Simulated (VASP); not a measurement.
# CaCrC4N4 (P-43m) in VASP: notebook, part 2 of 2

VASP 6.6.1. The steps go on from the part before.

## 3. Single point, PBE, collinear spin, ferromagnetic start

This run uses another cell than the first one, of 26.54 Å³/atom.

Contents of INCAR:

```
PREC     = Accurate       # precision mode
ENCUT    = 520            # plane-wave cutoff, eV
EDIFF    = 1E-7           # SCF threshold, eV
ISMEAR   = 0              # smearing method
SIGMA    = 0.1            # smearing width, eV
LREAL    = F              # projectors in reciprocal space
LASPH    = T              # aspherical terms in the spheres
NELM     = 150            # most SCF steps
ALGO     = Normal         # electronic algorithm
ISIF     = 2              # what is computed and relaxed
LWAVE    = F              # write WAVECAR
LCHARG   = F              # write CHGCAR
ISPIN    = 2              # spin polarisation
MAGMOM   = 0 3 0 0 0 0 0 0 0 0 # initial moments
LORBIT   = 11             # projections on sites
LMAXMIX  = 4              # l up to which the mixer works
GGA      = PE             # functional
NBANDS   = 44             # bands
```

Contents of KPOINTS:

```
Automatic mesh
0
Gamma
  4 4 4
```

Contents of POSCAR:

```
CaCrC4N4
1.0
    6.4263222291      0.0000000000      0.0000000000
    0.0000000000      6.4263222291      0.0000000000
    0.0000000000      0.0000000000      6.4263222291
Ca Cr C N
1 1 4 4
Direct
    0.5000000000      0.5000000000      0.5000000000
    0.0000000000      0.0000000000      0.0000000000
    0.1840192936      0.1840192936      0.1840192936
    0.1840192936      0.8159807064      0.8159807064
    0.8159807064      0.1840192936      0.8159807064
    0.8159807064      0.8159807064      0.1840192936
    0.2893019330      0.2893019330      0.2893019330
    0.2893019330      0.7106980670      0.7106980670
    0.7106980670      0.2893019330      0.7106980670
    0.7106980670      0.7106980670      0.2893019330
```

Potentials or basis: VASP PAW PBE potentials, release 64 (Ca_sv, Cr_pv, C, N).

Run with:

```
cat potpaw_PBE.64/Ca_sv/POTCAR potpaw_PBE.64/Cr_pv/POTCAR potpaw_PBE.64/C/POTCAR potpaw_PBE.64/N/POTCAR > POTCAR
mpirun -np 1 vasp_std > vasp.out
```

OUTCAR:

```text
PREC = Accurate
   ENCUT = 520
   EDIFF = 1E-7
   ISMEAR = 0
   LREAL = F
   LASPH = T
   NELM = 150
   ISIF = 2
   ISPIN = 2
   LORBIT = 11
   GGA = PE

 ion  position               nearest neighbor table
   1  0.500  0.500  0.500-   7 2.35   8 2.35   9 2.35  10 2.35
   2  0.000  0.000  0.000-   3 2.05   4 2.05   5 2.05   6 2.05
   3  0.184  0.184  0.184-   7 1.17   2 2.05
   4  0.184  0.816  0.816-   8 1.17   2 2.05
   5  0.816  0.184  0.816-   9 1.17   2 2.05
   6  0.816  0.816  0.184-  10 1.17   2 2.05
   7  0.289  0.289  0.289-   3 1.17   1 2.35
   8  0.289  0.711  0.711-   4 1.17   1 2.35
   9  0.711  0.289  0.711-   5 1.17   1 2.35
  10  0.711  0.711  0.289-   6 1.17   1 2.35

  LATTYP: Found a simple cubic cell.
 ALAT       =     6.4263222291

  Lattice vectors:

 A1 = (   6.4263222291,   0.0000000000,   0.0000000000)
 A2 = (   0.0000000000,   6.4263222291,   0.0000000000)
 A3 = (   0.0000000000,   0.0000000000,   6.4263222291)

Analysis of symmetry for initial positions (statically):
=====================================================================
 Subroutine PRICEL returns:
 Original cell was already a primitive cell.

 Routine SETGRP: Setting up the symmetry group for a
 simple cubic supercell.

 Subroutine GETGRP returns: Found 24 space group operations
 (whereof 24 operations were pure point group operations)
 out of a pool of 48 trial point group operations.

The static configuration has the point symmetry T_d .

Analysis of symmetry for dynamics (positions and initial velocities):
=====================================================================
 Subroutine PRICEL returns:
 Original cell was already a primitive cell.

[... 624 lines left out ...]
  band No.  band energies     occupation
      1     -42.3217      1.00000
      2     -42.3217      1.00000
      3     -42.3217      1.00000
      4     -41.5140      1.00000
      5     -22.5835      1.00000
      6     -22.5835      1.00000
[... 429 lines left out ...]
     40       3.7011      0.00000
     41       4.4149      0.00000
 [bands above 41 left out]

------------------------ aborting loop because EDIFF is reached ----------------------------------------

  FORCE on cell =-STRESS in cart. coord.  units (eV):
  Direction    XX          YY          ZZ          XY          YZ          ZX
  --------------------------------------------------------------------------------------
  -------------------------------------------------------------------------------------
  Total        0.8024108      0.8024108      0.8024108      0.0000000     -0.0000000      0.0000000
  in kB        4.8441753      4.8441753      4.8441753      0.0000000     -0.0000000      0.0000000
  external PRESSURE =       4.8441753 kB  Pullay stress =       0.0000000 kB

 VOLUME and BASIS-vectors are now :
 -----------------------------------------------------------------------------
  energy-cutoff  :      520.00
  volume of cell :      265.39
      direct lattice vectors                 reciprocal lattice vectors
     6.426322229  0.000000000  0.000000000     0.155610000  0.000000000  0.000000000
     0.000000000  6.426322229  0.000000000     0.000000000  0.155610000  0.000000000
     0.000000000  0.000000000  6.426322229     0.000000000  0.000000000  0.155610000

 POSITION                                       TOTAL-FORCE (eV/Angst)
 -----------------------------------------------------------------------------------
      3.21316      3.21316      3.21316        -0.000000     -0.000000      0.000000
      0.00000      0.00000      0.00000        -0.000000      0.000000      0.000000
      1.18257      1.18257      1.18257        -0.216296     -0.216296     -0.216296
      1.18257      5.24375      5.24375        -0.216296      0.216296      0.216296
      5.24375      1.18257      5.24375         0.216296     -0.216296      0.216296
      5.24375      5.24375      1.18257         0.216296      0.216296     -0.216296
      1.85915      1.85915      1.85915         0.205393      0.205393      0.205393
      1.85915      4.56717      4.56717         0.205393     -0.205393     -0.205393
      4.56717      1.85915      4.56717        -0.205393      0.205393     -0.205393
      4.56717      4.56717      1.85915        -0.205393     -0.205393      0.205393
 -----------------------------------------------------------------------------------
    total drift:                               -0.000000     -0.000000      0.000000

  FREE ENERGIE OF THE ION-ELECTRON SYSTEM (eV)
  ---------------------------------------------------
  free  energy   TOTEN  =       -80.9433997870 eV

  energy  without entropy=      -80.8699952557  energy(sigma->0) =      -80.90669752

 total charge

# of ion       s       p       d       tot
------------------------------------------
    1        2.032   5.865   0.213   8.109
    2        0.326   6.334   4.011  10.672
    3        0.966   1.626   0.000   2.592
    4        0.966   1.626   0.000   2.592
    5        0.966   1.626   0.000   2.592
    6        0.966   1.626   0.000   2.592
    7        1.313   2.572   0.000   3.885
    8        1.313   2.572   0.000   3.885
    9        1.313   2.572   0.000   3.885
   10        1.313   2.572   0.000   3.885
--------------------------------------------------
tot         11.472  28.989   4.224  44.686

 magnetization (x)

# of ion       s       p       d       tot
------------------------------------------
    1       -0.000   0.000   0.006   0.006
    2        0.027   0.082   3.060   3.169
    3       -0.009  -0.028   0.000  -0.037
    4       -0.009  -0.028   0.000  -0.037
    5       -0.009  -0.028   0.000  -0.037
    6       -0.009  -0.028   0.000  -0.037
    7        0.003   0.073   0.000   0.075
    8        0.003   0.073   0.000   0.075
    9        0.003   0.073   0.000   0.075
   10        0.003   0.073   0.000   0.075
--------------------------------------------------
tot          0.002   0.263   3.066   3.330
```

Wall time 4.8 min (1 thread of Intel Xeon Platinum 8488C (Sapphire Rapids), shared host); peak memory 0.5 GiB.

Results:

| Property | Result |
| --- | --- |
| Free energy | -80.9434 eV |
| Pressure | 0.5 GPa |
| Largest force | 0.375 eV/Å |
| Band gap on the k mesh | zero (filled and empty bands overlap) |
| Net moment | 4.00 μB per cell |
| Site moments | Ca +0.01; Cr +3.17; C -0.04; N +0.07 μB |
| Valence electrons inside the program's atomic spheres | Ca 8.11; Cr 10.67; C 2.59; N 3.88 |

Forces in eV/Å, atoms in the order of the input:
```
Ca   0.000  0.000  0.000
Cr   0.000  0.000  0.000
C   -0.216 -0.216 -0.216
C   -0.216  0.216  0.216
C    0.216 -0.216  0.216
C    0.216  0.216 -0.216
N    0.205  0.205  0.205
N    0.205 -0.205 -0.205
N   -0.205  0.205 -0.205
N   -0.205 -0.205  0.205
```

Caveat: a cell with one magnetic atom can't hold antiferromagnetic order, which such compounds often take. With open d or f shells a metallic result of PBE can be an artefact of self-interaction; +U or a hybrid may open a gap.
